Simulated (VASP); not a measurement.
# KF (I4/mmm) in VASP: a series of runs

Runs on KF. Level: r2SCAN. Tasks: single point.

Program: VASP 6.6.1. These are calculated values, not measurements. Logs are shortened: lines on timing, memory, paths and dates and some standing lists are left out, and cuts for length are marked.

**1. The cell of the first run**

It takes space group I4/mmm (No. 139, tetragonal). The conventional cell has a = 3.762 Å, b = 3.762 Å, c = 5.347 Å, α = 90.00°, β = 90.00°, γ = 90.00°. Within 3.5 Å of K (site symmetry 4/mmm) lie 6 F at 2.66 to 2.67 Å. Within 3.5 Å of F (site symmetry 4/mmm) lie 6 K at 2.66 to 2.67 Å.

**2. Single point, r2SCAN (strain -0.0050 x Voigt [1, 1, 0, 0, 0, 0])**

Input file POSCAR:

```
KF
1.0
    0.0000000000      2.6601325000      2.6735000000
    2.6601325000      0.0000000000      2.6735000000
    2.6601325000      2.6601325000      0.0000000000
K F
1 1
Direct
    0.0000000000      0.0000000000      0.0000000000
    0.5000000000      0.5000000000      0.5000000000
```

Input file INCAR.step1:

```
ALGO = Normal ; EDIFF = 1E-4
ENCUT = 520 ; GGA = PE
ISMEAR = 0 ; LASPH = True
LCHARG = False ; LREAL = False
LWAVE = True ; NBANDS = 15
NELM = 80 ; PREC = Accurate
SIGMA = 0.05
```

Input file INCAR.step2:

```
ALGO = Normal ; EDIFF = 1E-7
ENCUT = 520 ; ISIF = 2
ISMEAR = 0 ; ISTART = 1
LASPH = True ; LCHARG = True
LELF = True ; LMIXTAU = True
LREAL = False ; LVHAR = True
LWAVE = False ; METAGGA = R2SCAN
NBANDS = 15 ; NELM = 80
PREC = Accurate ; SIGMA = 0.05
```

Input file KPOINTS:

```
k-points
0
Gamma
  8 8 8
```

Potentials or basis: VASP PAW PBE potentials, release 64 (K_sv, F).

Command:

```
$ cat potpaw_PBE.64/K_sv/POTCAR potpaw_PBE.64/F/POTCAR > POTCAR
$ cp INCAR.step1 INCAR
$ mpirun -np 1 vasp_std > vasp.out
$ cp INCAR.step2 INCAR
$ mpirun -np 1 vasp_std > vasp.out
```

OUTCAR:

```text
EDIFF = 1E-7
   ENCUT = 520
   ISIF = 2
   ISMEAR = 0
   ISTART = 1
   LASPH = True
   LREAL = False
   METAGGA = R2SCAN
   NELM = 80
   PREC = Accurate

 ion  position               nearest neighbor table
   1  0.000  0.000  0.000-   2 2.66   2 2.66   2 2.66   2 2.66   2 2.67   2 2.67
   2  0.500  0.500  0.500-   1 2.66   1 2.66   1 2.66   1 2.66   1 2.67   1 2.67

  LATTYP: Found a body centered tetragonal cell.
 ALAT       =     3.7619954592
 C/A-ratio  =     1.4213201632

  Lattice vectors:

 A1 = (  -2.6601325000,   0.0000000000,   2.6735000000)
 A2 = (   2.6601325000,   0.0000000000,   2.6735000000)
 A3 = (   0.0000000000,   2.6601325000,  -2.6735000000)

Analysis of symmetry for initial positions (statically):
=====================================================================
 Subroutine PRICEL returns:
 Original cell was already a primitive cell.

 Routine SETGRP: Setting up the symmetry group for a
 body centered tetragonal supercell.

 Subroutine GETGRP returns: Found 16 space group operations
 (whereof 16 operations were pure point group operations)
 out of a pool of 16 trial point group operations.

The static configuration has the point symmetry D_4h.

Analysis of symmetry for dynamics (positions and initial velocities):
=====================================================================
 Subroutine PRICEL returns:
 Original cell was already a primitive cell.

 Routine SETGRP: Setting up the symmetry group for a
 body centered tetragonal supercell.

 Subroutine GETGRP returns: Found 16 space group operations
 (whereof 16 operations were pure point group operations)
 out of a pool of 16 trial point group operations.

The dynamic configuration has the point symmetry D_4h.

 Subroutine INISYM returns: Found 16 space group operations
 (whereof 16 operations are pure point group operations),
 and found     1 'primitive' translations

----------------------------------------------------------------------------------------

                                     Primitive cell

  volume of cell :      37.8370

  direct lattice vectors                    reciprocal lattice vectors
     0.000000000  2.660132500  2.673500000    -0.187960562  0.187960562  0.187020759
     2.660132500  0.000000000  2.673500000     0.187960562 -0.187960562  0.187020759
     2.660132500  2.660132500  0.000000000     0.187960562  0.187960562 -0.187020759

  length of vectors
     3.771459554  3.771459554  3.761995459     0.325015554  0.325015554  0.325015554

  position of ions in fractional coordinates (direct lattice)
     0.000000000  0.000000000  0.000000000
     0.500000000  0.500000000  0.500000000

  ion indices of the primitive-cell ions
   primitive index   ion index
                 1           1
                 2           2

----------------------------------------------------------------------------------------

 KPOINTS: k-points

Automatic generation of k-mesh.
 Grid dimensions read from file:
 generate k-points for:    8    8    8

 Generating k-lattice:

  Cartesian coordinates                     Fractional coordinates (reciprocal lattice)
    -0.023495070  0.023495070  0.023377595     0.125000000 -0.000000000  0.000000000
     0.023495070 -0.023495070  0.023377595    -0.000000000  0.125000000  0.000000000
     0.023495070  0.023495070 -0.023377595     0.000000000  0.000000000  0.125000000

  Length of vectors
     0.040626944  0.040626944  0.040626944

  Shift w.r.t. Gamma in fractional coordinates (k-lattice)
     0.000000000  0.000000000  0.000000000

 Subroutine IBZKPT returns following result:
 ===========================================

 Found     59 irreducible k-points:

 Following reciprocal coordinates:
            Coordinates               Weight
  0.000000  0.000000  0.000000      1.000000
  0.125000 -0.000000  0.000000      8.000000
  0.250000 -0.000000  0.000000      8.000000
  0.375000  0.000000  0.000000      8.000000
  0.500000 -0.000000  0.000000      4.000000
  0.125000  0.125000  0.000000      2.000000
[... 16 lines left out ...]
  0.250000 -0.000000  0.125000     16.000000
  0.375000  0.000000  0.125000     16.000000
 [... further k-points ...]
   k-points           NKPTS =     59   k-points in BZ     NKDIM =     59   number of bands    NBANDS=     15
   number of dos      NEDOS =    301   number of ions     NIONS =      2
   total plane-waves  NPLWV =  21952
   dimension x,y,z NGX =    28 NGY =   28 NGZ =   28
   dimension x,y,z NGXF=    56 NGYF=   56 NGZF=   56
   ions per type =               1   1
   NGX,Y,Z   is equivalent  to a cutoff of  12.34, 12.34, 12.37 a.u.
   NGXF,Y,Z  is equivalent  to a cutoff of  24.68, 24.68, 24.75 a.u.
 SYSTEM =  unknown system
   PREC   = accura    normal or accurate (medium, high low for compatibility)
   ISTART =      1    job   : 0-new  1-cont  2-samecut
   ICHARG =      0    charge: 1-file 2-atom 10-const
   ISPIN  =      1    spin polarized calculation?
   LNONCOLLINEAR =      F non collinear calculations
   LSORBIT =      F    spin-orbit coupling
   LASPH  =      T    aspherical Exc in radial PAW
   ENCUT  =  520.0 eV  38.22 Ry    6.18 a.u.   7.01  7.01  6.99*2*pi/ulx,y,z
   NELM   =     80;   NELMIN=  2; NELMDL=  0     # of ELM steps
   EDIFF  = 0.1E-06   stopping-criterion for ELM
   LREAL  =      F    real-space projection
   EDIFFG = 0.1E-05   stopping-criterion for IOM
   NSW    =      0    number of steps for IOM
   IBRION =     -1    ionic relax: 0-MD 1-quasi-New 2-CG
   NFREE  =      0    steps in history (QN), initial steepest desc. (CG)
   ISIF   =      2    stress and relaxation
   ISYM   =      2    0-nonsym 1-usesym 2-fastsym
   POTIM  = 0.5000    time-step for ionic-motion
   TEBEG  =    0.0;   TEEND  =   0.0 temperature during run
   PSTRESS=    0.0 pullay stress
   NELECT =      16.0000    total number of electrons
   NUPDOWN=      -1.0000    fix difference up-down
   EMIN   =  10.00;   EMAX   =-10.00  energy-range for DOS
   EFERMI =   0.00;   METHOD = LEGACY
   ISMEAR =     0;   SIGMA  =   0.05  broadening in eV -4-tet -1-fermi 0-gaus
   EFERMI_NEDOS =   21; number of points for ismear=-14 and -15
   IALGO  =     38    algorithm
   IMIX   =      4    mixing-type and parameters
     AMIX     =   0.40;   BMIX     =  1.00
     AMIX_MAG =   1.60;   BMIX_MAG =  1.00
  volume/ion in A,a.u.               =      18.92       127.67
  Fermi-wavevector in a.u.,A,eV,Ry     =   1.228785  2.322067 20.543609  1.509913
  Thomas-Fermi vector in A             =   2.363697
   LORBIT       =      0    0 simple, 1 ext, 2 COOP (PROOUT), +10 PAW based schemes
   METAGGA = R2SCAN    functional components
   LHFCALC =     F    Hartree Fock is set to
   AEXX    =    0.0000 exact exchange contribution
   IVDW    =     0    specifies the selected vdW correction
   LEPSILON=     F    determine dielectric tensor
   LRPA    =     F    only Hartree local field effects (RPA)
 non-spin polarized calculation
 Gauss-broadening in eV      SIGMA  =   0.05
  energy-cutoff  :      520.00
  volume of cell :       37.84
 maximum number of plane-waves:      1036
   NGX = 13   NGY = 13   NGZ = 13

 number of electron      16.0000007 magnetization

 Free energy of the ion-electron system (eV)
  ---------------------------------------------------
  ext. energy  EPLUGINS =         0.00000000
  ---------------------------------------------------
  free energy    TOTEN  =       -14.97292851 eV

  energy without entropy =      -14.97292851  energy(sigma->0) =      -14.97292851

 E-fermi :  -3.0638     XC(G=0):  -8.9397

 val. band max:       -3.3259605801   @ k =   0.0000   0.0000   0.0000
 cond. band min:       3.5446282753   @ k =   0.0000   0.0000   0.0000
 fundamental gap:      6.8705888554
 Fermi energy:        -3.0637695024

 k-point     1 :       0.0000    0.0000    0.0000
  band No.  band energies     occupation
      1     -30.4290      2.00000
      2     -23.1218      2.00000
      3     -12.9098      2.00000
      4     -12.9080      2.00000
      5     -12.9080      2.00000
      6      -3.3338      2.00000
      7      -3.3260      2.00000
      8      -3.3260      2.00000
      9       3.5446      0.00000
     10       8.1274      0.00000
     11       8.1567      0.00000
     12       8.1567      0.00000
     13       9.9935      0.00000
     14      10.0454      0.00000
     15      13.9172      0.00000

 k-point     2 :       0.1250   -0.0000    0.0000
  band No.  band energies     occupation
      1     -30.4148      2.00000
      2     -23.1354      2.00000
      3     -12.9500      2.00000
      4     -12.9149      2.00000
      5     -12.9129      2.00000
      6      -3.4628      2.00000
      7      -3.3825      2.00000
      8      -3.3783      2.00000
      9       3.9798      0.00000
     10       7.8460      0.00000
     11       8.3561      0.00000
     12       8.3746      0.00000
     13      10.1419      0.00000
     14      10.1933      0.00000
     15      14.7443      0.00000

 k-point     3 :       0.2500   -0.0000    0.0000
  band No.  band energies     occupation
      1     -30.3801      2.00000
      2     -23.1672      2.00000
      3     -13.0490      2.00000
      4     -12.9285      2.00000
      5     -12.9246      2.00000
      6      -3.7511      2.00000
      7      -3.5041      2.00000
      8      -3.5020      2.00000
      9       5.0639      0.00000
     10       7.4429      0.00000
     11       8.9017      0.00000
     12       8.9207      0.00000
     13      10.6017      0.00000
     14      10.6473      0.00000
     15      16.0359      0.00000
[... 343 lines left out ...]
 k-point    23 :       0.2500   -0.0000    0.1250
  band No.  band energies     occupation
      1     -30.3828      2.00000
      2     -23.1589      2.00000
      3     -13.0250      2.00000
      4     -12.9679      2.00000
      5     -12.9418      2.00000
      6      -3.7529      2.00000
      7      -3.4362      2.00000
      8      -3.4077      2.00000
      9       4.9297      0.00000
     10       7.0910      0.00000
     11       9.0215      0.00000
     12       9.1016      0.00000
     13      10.4489      0.00000
     14      10.5187      0.00000
     15      16.2487      0.00000

 k-point    24 :       0.3750    0.0000    0.1250
  band No.  band energies     occupation
      1     -30.3484      2.00000
      2     -23.1858      2.00000
      3     -13.1342      2.00000
      4     -12.9814      2.00000
      5     -12.9716      2.00000
      6      -3.9061      2.00000
      7      -3.5825      2.00000
      8      -3.5244      2.00000
      9       6.0283      0.00000
     10       7.0625      0.00000
     11       9.4130      0.00000
     12       9.6149      0.00000
     13      11.0660      0.00000
     14      11.2789      0.00000
     15      15.3305      0.00000

 [... further k-points ...]

------------------------ aborting loop because EDIFF is reached ----------------------------------------

  FORCE on cell =-STRESS in cart. coord.  units (eV):
  Direction    XX          YY          ZZ          XY          YZ          ZX
  --------------------------------------------------------------------------------------
  -------------------------------------------------------------------------------------
  Total       -0.0359618     -0.0359618     -0.1089544      0.0000000      0.0000000      0.0000000
  in kB       -1.5227749     -1.5227749     -4.6135842      0.0000000      0.0000000      0.0000000
  external PRESSURE =      -2.5530446 kB  Pullay stress =       0.0000000 kB

 VOLUME and BASIS-vectors are now :
 -----------------------------------------------------------------------------
  energy-cutoff  :      520.00
  volume of cell :       37.84
      direct lattice vectors                 reciprocal lattice vectors
     0.000000000  2.660132500  2.673500000    -0.187960562  0.187960562  0.187020759
     2.660132500  0.000000000  2.673500000     0.187960562 -0.187960562  0.187020759
     2.660132500  2.660132500  0.000000000     0.187960562  0.187960562 -0.187020759

 POSITION                                       TOTAL-FORCE (eV/Angst)
 -----------------------------------------------------------------------------------
      0.00000      0.00000      0.00000         0.000000     -0.000000      0.000000
      2.66013      2.66013      2.67350        -0.000000      0.000000     -0.000000
 -----------------------------------------------------------------------------------
    total drift:                                0.000000      0.000000      0.000000

  FREE ENERGIE OF THE ION-ELECTRON SYSTEM (eV)
  ---------------------------------------------------
  free  energy   TOTEN  =       -14.9729285099 eV

  energy  without entropy=      -14.9729285099  energy(sigma->0) =      -14.97292851
```

Wall time 2.3 min (1 thread of AMD EPYC 7R13 (Zen 3), shared host); peak memory 0.15 GiB.

What came out:

| Property | Result |
| --- | --- |
| Free energy | -14.9729 eV |
| Pressure | -0.3 GPa |
| Band gap on the k mesh | 6.87 eV |

Levels at points of the mesh, in eV from the valence-band top:
```
           k point  band 5  band 6  band 7  band 8  band 9  band 10  band 11  band 12
(0.00, 0.00, 0.00)   -9.58   -0.01    0.00    0.00    6.87    11.45    11.48    11.48
(0.50, 0.00, 0.00)   -9.61   -0.77   -0.35   -0.34    9.71    11.30    12.95    12.98
(0.50, 0.50, 0.00)   -9.79   -0.21   -0.05   -0.05    8.78    11.27    12.46    14.67
(0.50, 0.00, 0.50)   -9.80   -0.20   -0.06   -0.05    8.76    11.27    12.50    14.67
```

Caveat: the cell differs from its parent crystal (strain -0.0050 x Voigt [1, 1, 0, 0, 0, 0]); the PAW data sets were made with another functional, which shifts forces and pressure a little. A k mesh can miss the band edges.

(Part 1 of 2 ends here.)
